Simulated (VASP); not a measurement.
Set up this calculation in VASP 6.6.1, as the native input.

| Quantity | Value |
| --- | --- |
| Task | relaxation of cell and atoms |
| Functional | PBEsol |
| Potentials or basis | VASP PAW PBE potentials, release 64 (Ti_sv) |
| Cutoff | 600 eV |
| k mesh | 7 × 7 × 9 |
| Occupations | fermi-dirac, width 0.05 eV |
| Spin | no spin polarisation |
| Target pressure | 5 GPa |
| Dipole correction | no |
| Further INCAR settings | ALGO = Normal; EDIFF = 1e-06; IBRION = 2; EDIFFG = -0.01; NSW = 60; ISIF = 3 |

The structure of Ti lies in POSCAR:

```
Ti
1.0
    4.5673748306      0.0000000000      0.0000000000
   -2.2836874153      3.9554626319      0.0000000000
    0.0000000000      0.0000000000      2.8262442700
Ti
3
Direct
    0.6666666667      0.3333333333      0.5000000000
    0.3333333333      0.6666666667      0.5000000000
    0.0000000000      0.0000000000      0.0000000000
```

This isn't the form of Ti at room conditions, which is hcp.

One way to write it, as run:

INCAR

```
ALGO = Normal ; EDIFF = 1E-6
EDIFFG = -0.01 ; ENCUT = 600
GGA = PS ; IBRION = 2
ISIF = 3 ; ISMEAR = -1
LASPH = True ; LCHARG = False
LREAL = False ; LWAVE = False
NELM = 100 ; NSW = 60
PREC = Accurate ; PSTRESS = 50.0
SIGMA = 0.05
```

KPOINTS

```
k-points
0
Gamma
  7 7 9
```

Potentials or basis: VASP PAW PBE potentials, release 64 (Ti_sv).

Run with:

```bash
$ cat potpaw_PBE.64/Ti_sv/POTCAR > POTCAR
$ mpirun -np 1 vasp_std > vasp.out
```

It gave:

```json
{
 "Relaxed volume": "15.81 Å³/atom",
 "Relaxed cell": "a = 4.452 Å, b = 4.452 Å, c = 2.763 Å, α = 90.00°, β = 90.00°, γ = 120.00°",
 "Space group after relaxing (to 0.1 Å)": "P6/mmm (No. 191)",
 "Energy change on relaxing (the run minimises the enthalpy)": "+1.8 meV/atom",
 "Ionic steps": "7",
 "Pressure after relaxing": "5.0 GPa",
 "Band gap on the k mesh": "zero (bands 18 and 19 overlap by 0.34 eV)"
}
```

Caveat: the cell is relaxed towards a set pressure, so the run minimises the enthalpy, not the energy; the PAW data sets were made with another functional, which shifts forces and pressure a little.

Run time: 4.1 min on 1 thread of Intel(R) Xeon(R) Platinum 8259CL CPU @ 2.50GHz (Skylake/Cascade Lake), with other jobs on the host, peak memory 0.21 GiB.
